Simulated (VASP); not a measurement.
Wanted: the native input for a VASP 6.6.1 run.

| Item | Value |
| --- | --- |
| Task | single point |
| Functional | PBE |
| Potentials or basis | VASP PAW PBE potentials, release 64 (Ba_sv, S) |
| Cutoff | 520 eV |
| k mesh | 6 × 6 × 6 |
| Occupations | fermi-dirac, width 0.02 eV |
| Spin | no spin polarisation |
| Dipole correction | no |
| Further INCAR settings | ALGO = Normal; EDIFF = 1e-07; NBANDS = 15 |

The structure of BaS lies in POSCAR:

```
BaS
1.0
    3.7218125241      0.0000000000      0.0000000000
    0.0000000000      3.7218125241      0.0000000000
    0.0000000000      0.0000000000      3.8610529440
Ba S
1 1
Direct
    0.0000000000      0.0000000000      0.0000000000
    0.5000000000      0.5000000000      0.5000000000
```

This cell differs from its parent crystal: epitaxial xy strain -2.9%.

The input as run:

INCAR

```
ALGO = Normal
EDIFF = 1E-7
ENCUT = 520
GGA = PE
ISIF = 2
ISMEAR = -1
LASPH = T
LCHARG = T
LELF = T
LREAL = F
LVHAR = T
LWAVE = F
NBANDS = 15
NELM = 100
PREC = Accurate
SIGMA = 0.02
```

KPOINTS

```
k-points
0
Gamma
  6 6 6
```

Potentials or basis: VASP PAW PBE potentials, release 64 (Ba_sv, S).

The run is started by

```console
$ cat potpaw_PBE.64/Ba_sv/POTCAR potpaw_PBE.64/S/POTCAR > POTCAR
$ mpirun -np 1 vasp_std > vasp.out
```

Results of the run:

| Item | Value |
| --- | --- |
| Pressure | 4.1 GPa |
| Band gap on the k mesh | 1.22 eV (least direct gap 1.30 eV) |

Caveat: the cell differs from its parent crystal (epitaxial xy strain -2.9%); the cell stands under pressure; the structure was generated, so it needn't be the stable form of BaS; spin-orbit coupling is left out, which moves the levels of the heavy elements.

Wall time 18 s on 1 thread of Intel(R) Xeon(R) 6975P-C (Granite Rapids) (shared host), peak memory 0.17 GiB.
